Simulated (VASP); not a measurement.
Write the native input for VASP 6.6.1 that does the following.

```
Task                   : single point
Functional             : PBE
Dispersion             : D3(BJ)
Potentials or basis    : VASP PAW PBE potentials, release 64 (W_sv, Si)
Cutoff                 : 520 eV
k mesh                 : 5 × 5 × 1
Occupations            : gaussian, width 0.1 eV
Spin                   : no spin polarisation
Dipole correction      : yes
Further INCAR settings : ALGO = Normal; EDIFF = 1e-06; NBANDS = 98
```

The structure of SiW12 lies in POSCAR:

```
SiW12
1.0
    5.6644156868      0.0000000000      0.0000000000
    0.0000000000      5.6644156868      0.0000000000
    0.0000000000      0.0000000000     21.1500668291
W Si
12 1
Direct
    0.2500000000      0.2500000000      0.1891246979
    0.2500000000      0.7500000000      0.1891246979
    0.7500000000      0.2500000000      0.1891246979
    0.7500000000      0.7500000000      0.1891246979
    0.0000000000      0.0000000000      0.2848852803
    0.0000000000      0.5000000000      0.2848852803
    0.5000000000      0.0000000000      0.2848852803
    0.5000000000      0.5000000000      0.2848852803
    0.2500000000      0.2500000000      0.3806166143
    0.2500000000      0.7500000000      0.3806166143
    0.7500000000      0.2500000000      0.3806166143
    0.7500000000      0.7500000000      0.3806166143
    0.3333333333      0.5000000000      0.5130039029
```

One way to write it, as run:

INCAR

```
PREC = Accurate
ENCUT = 520
EDIFF = 1E-6
ISMEAR = 0
SIGMA = 0.1
LREAL = F
LASPH = T
NELM = 60
ALGO = Normal
ISIF = 2
LWAVE = F
LCHARG = F
LDIPOL = T
IDIPOL = 3
DIPOL = 0.5 0.5 0.302
GGA = PE
IVDW = 12
NBANDS = 98
```

KPOINTS

```
Automatic mesh
0
Gamma
  5 5 1
```

Potentials or basis: VASP PAW PBE potentials, release 64 (W_sv, Si).

Run with:

```console
$ cat potpaw_PBE.64/W_sv/POTCAR potpaw_PBE.64/Si/POTCAR > POTCAR
$ mpirun -np 1 vasp_std > vasp.out
```

Results of the run:

```json
{
  "Largest force": "3.082 eV/Å",
  "Band gap on the k mesh": "zero (bands 86 and 87 overlap by 0.31 eV)",
  "Dispersion energy per atom": "-0.397 eV"
}
```

Caveat: spin-orbit coupling is left out, which moves the levels of the heavy elements.

Wall time 90 min on 1 thread of AMD EPYC 7571, on a shared host, peak memory 0.83 GiB.
